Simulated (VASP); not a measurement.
# PbO (P4/nmm) in VASP: G0W0 quasiparticle levels with PBE

Aim: the G0W0 quasiparticle levels of PbO with PBE.

All numbers are computed with VASP 6.6.1; they aren't measurements. Logs are shortened: lines on timing, memory, paths and dates and some standing lists are left out, and cuts for length are marked.

## 1. The cell of the first run

Symmetry: P4/nmm, No. 129, tetragonal system. The conventional cell has a = 3.980 Å, b = 3.980 Å, c = 5.001 Å, α = 90.00°, β = 90.00°, γ = 90.00°. Pb (site symmetry 4mm) has 4 O at 2.32 Å within 3.1 Å. O (site symmetry -4m2) has 4 Pb at 2.32 Å and 4 O at 2.81 Å within 3.1 Å.

## 2. G0W0 quasiparticle levels, PBE

File POSCAR:

```
PbO
1.0
    3.9804038992      0.0000000000      0.0000000000
    0.0000000000      3.9804038992      0.0000000000
    0.0000000000      0.0000000000      5.0009130541
Pb O
2 2
Direct
    0.0000000000      0.5000000000      0.2366325577
    0.5000000000      0.0000000000      0.7633674423
    0.0000000000      0.0000000000      0.0000000000
    0.5000000000      0.5000000000      0.0000000000
```

File INCAR.step1:

```
SYSTEM = PbO
PREC = Accurate ; ENCUT = 500
EDIFF = 1E-8 ; ISMEAR = 0
SIGMA = 0.01 ; LREAL = .FALSE.
LASPH = .TRUE. ; NELM = 60
ALGO = Normal ; LWAVE = .TRUE.
LCHARG = .FALSE. ; GGA = PE
```

File INCAR.step2:

```
SYSTEM = PbO
PREC = Accurate ; ENCUT = 500
EDIFF = 1E-8 ; ISMEAR = 0
SIGMA = 0.01 ; LREAL = .FALSE.
LASPH = .TRUE. ; NELM = 1
ALGO = Exact ; LWAVE = .TRUE.
LCHARG = .FALSE. ; GGA = PE
NBANDS = 150 ; LOPTICS = .TRUE.
ISTART = 1
```

File INCAR.step3:

```
SYSTEM = PbO
PREC = Accurate ; ENCUT = 500
EDIFF = 1E-8 ; ISMEAR = 0
SIGMA = 0.01 ; LREAL = .FALSE.
LASPH = .TRUE. ; ALGO = EVGW0
LWAVE = .FALSE. ; LCHARG = .FALSE.
GGA = PE ; NELMGW = 1
NBANDS = 150 ; ENCUTGW = 80.0
NOMEGA = 96 ; PRECFOCK = Fast
ISTART = 1 ; NBANDSGW = 30
OMEGAMAX = 20
```

File KPOINTS:

```
regular mesh
0
G
  4 4 4
  0 0 0
```

Potentials or basis: VASP PAW PBE potentials, release 64 (Pb_d_GW, O_GW).

On the command line:

```
$ cat potpaw_PBE.64/Pb_d_GW/POTCAR potpaw_PBE.64/O_GW/POTCAR > POTCAR
$ cp INCAR.step1 INCAR
$ mpirun -np 1 vasp_std > vasp.out
$ cp INCAR.step2 INCAR
$ mpirun -np 1 vasp_std > vasp.out
$ cp INCAR.step3 INCAR
$ mpirun -np 1 vasp_std > vasp.out
```

OUTCAR:

```text
SYSTEM = PbO
   PREC = Accurate
   ENCUT = 500
   EDIFF = 1E-8
   ISMEAR = 0
   LREAL = .FALSE.
   LASPH = .TRUE.
   GGA = PE
   NELMGW = 1
   ENCUTGW = 80.0
   PRECFOCK = Fast
   ISTART = 1

 ion  position               nearest neighbor table
   1  0.000  0.500  0.237-   3 2.32   4 2.32   3 2.32   4 2.32
   2  0.500  0.000  0.763-   3 2.32   4 2.32   4 2.32   3 2.32
   3  0.000  0.000  0.000-   1 2.32   2 2.32   1 2.32   2 2.32
   4  0.500  0.500  0.000-   1 2.32   2 2.32   2 2.32   1 2.32

  LATTYP: Found a simple tetragonal cell.
 ALAT       =     3.9804038992
 C/A-ratio  =     1.2563833171

  Lattice vectors:

 A1 = (   3.9804038992,   0.0000000000,   0.0000000000)
 A2 = (   0.0000000000,   3.9804038992,   0.0000000000)
 A3 = (   0.0000000000,   0.0000000000,   5.0009130541)

Analysis of symmetry for initial positions (statically):
=====================================================================
 Subroutine PRICEL returns:
 Original cell was already a primitive cell.

 Routine SETGRP: Setting up the symmetry group for a
 simple tetragonal supercell.

 Subroutine GETGRP returns: Found 16 space group operations
 (whereof  8 operations were pure point group operations)
 out of a pool of 16 trial point group operations.

The static configuration has the point symmetry D_2d.
 The point group associated with its full space group is D_4h.

Analysis of symmetry for dynamics (positions and initial velocities):
=====================================================================
 Subroutine PRICEL returns:
 Original cell was already a primitive cell.

 Routine SETGRP: Setting up the symmetry group for a
 simple tetragonal supercell.

 Subroutine GETGRP returns: Found 16 space group operations
 (whereof  8 operations were pure point group operations)
 out of a pool of 16 trial point group operations.

The dynamic configuration has the point symmetry D_2d.
 The point group associated with its full space group is D_4h.

 Subroutine INISYM returns: Found 16 space group operations
 (whereof  8 operations are pure point group operations),
 and found     1 'primitive' translations

----------------------------------------------------------------------------------------

                                     Primitive cell

  volume of cell :      79.2325

  direct lattice vectors                    reciprocal lattice vectors
     3.980403899  0.000000000  0.000000000     0.251230786  0.000000000  0.000000000
     0.000000000  3.980403899  0.000000000     0.000000000  0.251230786  0.000000000
     0.000000000  0.000000000  5.000913054     0.000000000  0.000000000  0.199963485

  length of vectors
     3.980403899  3.980403899  5.000913054     0.251230786  0.251230786  0.199963485

  position of ions in fractional coordinates (direct lattice)
     0.000000000  0.500000000  0.236632558
     0.500000000  0.000000000  0.763367442
     0.000000000  0.000000000  0.000000000
     0.500000000  0.500000000  0.000000000

  ion indices of the primitive-cell ions
   primitive index   ion index
                 1           1
                 2           2
                 3           3
                 4           4

----------------------------------------------------------------------------------------

 KPOINTS: regular mesh

Automatic generation of k-mesh.
 Grid dimensions read from file:
 generate k-points for:    4    4    4

 Generating k-lattice:

  Cartesian coordinates                     Fractional coordinates (reciprocal lattice)
     0.062807696  0.000000000  0.000000000     0.250000000  0.000000000  0.000000000
     0.000000000  0.062807696  0.000000000     0.000000000  0.250000000  0.000000000
     0.000000000  0.000000000  0.049990871     0.000000000  0.000000000  0.250000000

  Length of vectors
     0.062807696  0.062807696  0.049990871

  Shift w.r.t. Gamma in fractional coordinates (k-lattice)
     0.000000000  0.000000000  0.000000000

 Subroutine IBZKPT returns following result:
 ===========================================

 Found     18 irreducible k-points:

 Following reciprocal coordinates:
            Coordinates               Weight
  0.000000  0.000000  0.000000      1.000000
  0.250000  0.000000  0.000000      4.000000
  0.500000  0.000000  0.000000      2.000000
  0.250000  0.250000  0.000000      4.000000
  0.500000  0.250000  0.000000      4.000000
  0.500000  0.500000  0.000000      1.000000
[... 10 lines left out ...]
  0.500000  0.250000  0.500000      4.000000
  0.500000  0.500000  0.500000      1.000000
   k-points           NKPTS =     18   k-points in BZ     NKDIM =     64   number of bands    NBANDS=    150
   number of dos      NEDOS =    301   number of ions     NIONS =      4
   total plane-waves  NPLWV =  32400
   dimension x,y,z NGX =    30 NGY =   30 NGZ =   36
   dimension x,y,z NGXF=    60 NGYF=   60 NGZF=   72
   ions per type =               2   2
   NGX,Y,Z   is equivalent  to a cutoff of  12.53, 12.53, 11.97 a.u.
   NGXF,Y,Z  is equivalent  to a cutoff of  25.06, 25.06, 23.94 a.u.
 SYSTEM =  PbO
   PREC   = accura    normal or accurate (medium, high low for compatibility)
   ISTART =      1    job   : 0-new  1-cont  2-samecut
   ICHARG =      0    charge: 1-file 2-atom 10-const
   ISPIN  =      1    spin polarized calculation?
   LNONCOLLINEAR =      F non collinear calculations
   LSORBIT =      F    spin-orbit coupling
   LASPH  =      T    aspherical Exc in radial PAW
   ENCUT  =  500.0 eV  36.75 Ry    6.06 a.u.   7.26  7.26  9.12*2*pi/ulx,y,z
   NELM   =     60;   NELMIN=  2; NELMDL=  0     # of ELM steps
   EDIFF  = 0.1E-07   stopping-criterion for ELM
   LREAL  =      F    real-space projection
   EDIFFG = 0.1E-06   stopping-criterion for IOM
   NSW    =      0    number of steps for IOM
   IBRION =     -1    ionic relax: 0-MD 1-quasi-New 2-CG
   NFREE  =      0    steps in history (QN), initial steepest desc. (CG)
   ISIF   =      0    stress and relaxation
   ISYM   =      3    0-nonsym 1-usesym 2-fastsym
   POTIM  = 0.5000    time-step for ionic-motion
   TEBEG  =    0.0;   TEEND  =   0.0 temperature during run
   PSTRESS=    0.0 pullay stress
   NELECT =      44.0000    total number of electrons
   NUPDOWN=      -1.0000    fix difference up-down
   EMIN   =  10.00;   EMAX   =-10.00  energy-range for DOS
   EFERMI =   0.00;   METHOD = LEGACY
   ISMEAR =     0;   SIGMA  =   0.01  broadening in eV -4-tet -1-fermi 0-gaus
   EFERMI_NEDOS =   21; number of points for ismear=-14 and -15
   IALGO  =     38    algorithm
   IMIX   =      4    mixing-type and parameters
     AMIX     =   0.40;   BMIX     =  1.00
     AMIX_MAG =   1.60;   BMIX_MAG =  1.00
  volume/ion in A,a.u.               =      19.81       133.67
  Fermi-wavevector in a.u.,A,eV,Ry     =   1.345626  2.542865 24.636214  1.810711
  Thomas-Fermi vector in A             =   2.473524
   LORBIT       =      0    0 simple, 1 ext, 2 COOP (PROOUT), +10 PAW based schemes
   GGA     = PE    functional components
   LHFCALC =     T    Hartree Fock is set to
   PRECFOCK=fast      Normal, Fast or Accurate (Low or Medium for compatibility)
   ENCUT4O =  -1.0   cutoff for four orbital integrals eV
   NKREDX  =     1    reduce k-point grid by
   NKREDY  =     1    reduce k-point grid by
   NKREDZ  =     1    reduce k-point grid by
   AEXX    =    1.0000 exact exchange contribution
   HFSCREEN=    0.0000 screening length (either q_TF or 0.3 A-1)
   HFSCREENC=   0.0000 screening length for correlation (either q_TF or 0.3 A-1)
   ENCUTFOCK=  -1.0 apply spherical cutoff to Coloumb kernel
   IVDW    =     0    specifies the selected vdW correction
   LEPSILON=     F    determine dielectric tensor
   LRPA    =     F    only Hartree local field effects (RPA)
   LRPAFORCE           =     F    calculate RPA forces
   ENCUTGW             =  80.0    cutoff for response function in eV
   ENCUTGWSOFT         =  64.0    soft cutoff for Coulomb kernel in GW response function in eV
   ENCUTLF             =  -1.0    cutoff for local field effects
   NELMGW              =     1    number of iterations in solving QP/BSE equation
   NELMHF              =     1    number of iterations in the inner HF iteration
   NKREDLFX            =     1    NKREDLFY  =   1   NKREDLFZ  =   1
 non-spin polarized calculation
 Gauss-broadening in eV      SIGMA  =   0.01
  energy-cutoff  :      500.00
  volume of cell :       79.23
 maximum number of plane-waves:      2040
 NGX is ok and might be reduce to    30
  NGX = 16; NGY = 16; NGZ = 20
   NGX = 15   NGY = 15   NGZ = 19
 maximum number of plane-waves:       134
 NGX is ok and might be reduce to    14

 QP shifts <psi_nk| G(iteration)W_0 |psi_nk>: iteration 1
 for sc-GW calculations column KS-energies equals QP-energies in previous step
 and V_xc(KS)=  KS-energies - (<T + V_ion + V_H > + <T+V_H+V_ion>^1  + <V_x>^1)

 k-point   1 :       0.0000    0.0000    0.0000
  band No.  KS-energies  QP-energies   sigma(KS)   V_xc(KS)     V^pw_x(r,r')   Z            occupation Imag(sigma)

      1    -135.9768    -160.6116     -28.8242       5.4403     -36.1549       0.7190       2.0000       0.1081
      2    -135.9768    -160.6116     -28.8242       5.4403     -36.1549       0.7190       2.0000       0.1081
      3     -15.9412     -16.7274     -19.3744     -18.0988     -29.6334       0.6163       2.0000       1.2416
      4     -15.3926     -18.1940     -20.3743     -15.9815     -29.0368       0.6377       2.0000       0.7493
      5     -13.5081     -21.2077     -20.2842      -9.9810     -25.3135       0.7473       2.0000       0.3304
      6     -13.5081     -21.2077     -20.2842      -9.9810     -25.3135       0.7473       2.0000       0.3304
[... 22 lines left out ...]
     29      10.0123       9.9628      -8.9640      -8.8996      -4.5581       0.7695       0.0000      -0.1846
     30      10.5634      10.2487      -7.3990      -7.0073      -2.7136       0.8036       0.0000      -0.2693

 k-point   2 :       0.2500    0.0000    0.0000
  band No.  KS-energies  QP-energies   sigma(KS)   V_xc(KS)     V^pw_x(r,r')   Z            occupation Imag(sigma)

      1    -135.9768    -160.8798     -28.8242       5.4409     -36.1548       0.7268       2.0000       0.1081
      2    -135.9768    -160.8798     -28.8242       5.4409     -36.1548       0.7268       2.0000       0.1081
      3     -15.8167     -16.9098     -19.6395     -17.8594     -29.6408       0.6141       2.0000       1.1499
      4     -15.4385     -18.0201     -20.3402     -16.2767     -29.1711       0.6353       2.0000       0.8035
      5     -13.4792     -21.2314     -20.3098      -9.9774     -25.3261       0.7503       2.0000       0.3219
      6     -13.4730     -21.2038     -20.2942      -9.9584     -25.3130       0.7480       2.0000       0.3120
[... 22 lines left out ...]
     29      10.4957      10.3492      -8.4316      -8.2439      -3.9229       0.7807       0.0000      -0.2176
     30      13.3667      13.3631      -9.0636      -9.0588      -4.0662       0.7654       0.0000      -0.3823

 k-point   3 :       0.5000    0.0000    0.0000
  band No.  KS-energies  QP-energies   sigma(KS)   V_xc(KS)     V^pw_x(r,r')   Z            occupation Imag(sigma)

      1    -135.9768    -160.6089     -28.8240       5.4403     -36.1547       0.7189       2.0000       0.1082
      2    -135.9768    -160.6089     -28.8240       5.4403     -36.1547       0.7189       2.0000       0.1082
      3     -15.5923     -17.5197     -20.1015     -17.0565     -29.4551       0.6330       2.0000       0.9630
      4     -15.5923     -17.5197     -20.1015     -17.0565     -29.4551       0.6330       2.0000       0.9630
      5     -13.4169     -21.2287     -20.3455      -9.9529     -25.3264       0.7517       2.0000       0.2851
      6     -13.4169     -21.2287     -20.3455      -9.9529     -25.3264       0.7517       2.0000       0.2851
[... 22 lines left out ...]
     29      11.6829      11.4911      -7.7495      -7.5058      -3.1186       0.7870       0.0000      -0.2442
     30      11.6829      11.4911      -7.7495      -7.5058      -3.1186       0.7870       0.0000      -0.2442

 k-point   4 :       0.2500    0.2500    0.0000
  band No.  KS-energies  QP-energies   sigma(KS)   V_xc(KS)     V^pw_x(r,r')   Z            occupation Imag(sigma)

      1    -135.9768    -160.9109     -28.8241       5.4409     -36.1548       0.7277       2.0000       0.1082
      2    -135.9768    -160.9109     -28.8241       5.4409     -36.1548       0.7277       2.0000       0.1082
      3     -15.7269     -17.1338     -19.8563     -17.6030     -29.6164       0.6244       2.0000       1.0764
      4     -15.4681     -17.9371     -20.3340     -16.4312     -29.2487       0.6326       2.0000       0.8315
      5     -13.4687     -21.1904     -20.3060      -9.9638     -25.3375       0.7466       2.0000       0.3054
      6     -13.4159     -21.1731     -20.3003      -9.9249     -25.2715       0.7476       2.0000       0.2747
[... 430 lines left out ...]
     29      13.1334      13.1264      -8.9928      -8.9838      -4.0259       0.7715       0.0000      -0.3340
     30      13.6760      13.5643      -8.4007      -8.2565      -3.4901       0.7749       0.0000      -0.3077

 k-point  17 :       0.5000    0.2500    0.5000
  band No.  KS-energies  QP-energies   sigma(KS)   V_xc(KS)     V^pw_x(r,r')   Z            occupation Imag(sigma)

      1    -135.9768    -160.6919     -28.8239       5.4407     -36.1545       0.7213       2.0000       0.1082
      2    -135.9768    -160.6919     -28.8239       5.4407     -36.1545       0.7213       2.0000       0.1082
      3     -15.5770     -17.6366     -20.1828     -16.9141     -29.4217       0.6301       2.0000       0.9313
      4     -15.5770     -17.6366     -20.1828     -16.9141     -29.4217       0.6301       2.0000       0.9313
      5     -13.4316     -21.1680     -20.2775      -9.9077     -25.2462       0.7460       2.0000       0.2579
      6     -13.4316     -21.1680     -20.2775      -9.9077     -25.2462       0.7460       2.0000       0.2579
[... 22 lines left out ...]
     29      13.4384      13.3805      -9.0200      -8.9456      -4.1047       0.7784       0.0000      -0.3179
     30      13.4384      13.3805      -9.0200      -8.9456      -4.1047       0.7784       0.0000      -0.3179

 k-point  18 :       0.5000    0.5000    0.5000
  band No.  KS-energies  QP-energies   sigma(KS)   V_xc(KS)     V^pw_x(r,r')   Z            occupation Imag(sigma)

      1    -135.9769    -160.5910     -28.8237       5.4397     -36.1544       0.7184       2.0000       0.1082
      2    -135.9769    -160.5910     -28.8237       5.4397     -36.1544       0.7184       2.0000       0.1082
      3     -15.5576     -17.7409     -20.2671     -16.8120     -29.4115       0.6319       2.0000       0.9074
      4     -15.5576     -17.7409     -20.2671     -16.8120     -29.4115       0.6319       2.0000       0.9074
      5     -13.3765     -21.0959     -20.2654      -9.8532     -25.1796       0.7414       2.0000       0.1964
      6     -13.3765     -21.0959     -20.2654      -9.8532     -25.1796       0.7414       2.0000       0.1964
[... 22 lines left out ...]
     29      13.6569      13.5046      -9.0153      -8.8205      -4.1776       0.7818       0.0000      -0.3173
     30      13.6569      13.5046      -9.0153      -8.8205      -4.1776       0.7818       0.0000      -0.3173
```

It took 19 min on 1 thread of AMD EPYC 9R45 (Zen 5), shared host; peak memory 1.7 GiB.

What came out:

- Quasiparticle gap: 1.57 eV
- Least direct quasiparticle gap: 2.16 eV
- Band gap of the starting levels on the mesh: 1.23 eV
- Least direct gap of the starting levels on the mesh: 2.27 eV

Caveat: the k points lie up to 0.39 Å⁻¹ apart; bands, screening cutoff and mesh are small and nothing is extrapolated, so the quasiparticle values aren't converged; spin-orbit coupling is left out, which moves the levels of the heavy elements.
